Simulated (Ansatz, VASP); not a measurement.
## CO: VASP beside Ansatz

```xyz
4
Lattice="3.1217 0.0000 0.0000 0.0000 3.1217 0.0000 0.0000 0.0000 3.8264" Properties=species:S:1:pos:R:3 pbc="T T T"
C     0.0000    1.5609    0.7222
C     1.5609    0.0000    3.1042
O     0.0000    0.0000    0.0000
O     1.5609    1.5609    0.0000
```

Alike in both runs: functional PBE; k mesh 6 × 6 × 4; occupations gaussian, width 0.1 eV; no spin polarisation.

Ansatz relaxed the structure, and its values are those at the end. VASP's run is a single point on that final structure, the one shown.

|  | VASP | Ansatz |
| --- | --- | --- |
| version | VASP 6.6.1 | Ansatz 0.2.0 |
| potentials or method | VASP PAW PBE potentials, release 64 (C, O), cutoff 600 eV | scalar-relativistic, plane waves, PAW |
| valence electrons in the cell | 20 | 20 |

```tsv
	VASP	Ansatz	Ansatz less VASP
pressure (GPa)	-0.5	-0.2	+0.26
rms of the force components (eV/Å)	0.006	0.000	-0.0058
```

The k mesh is coarse, so the values compare programs but aren't converged.
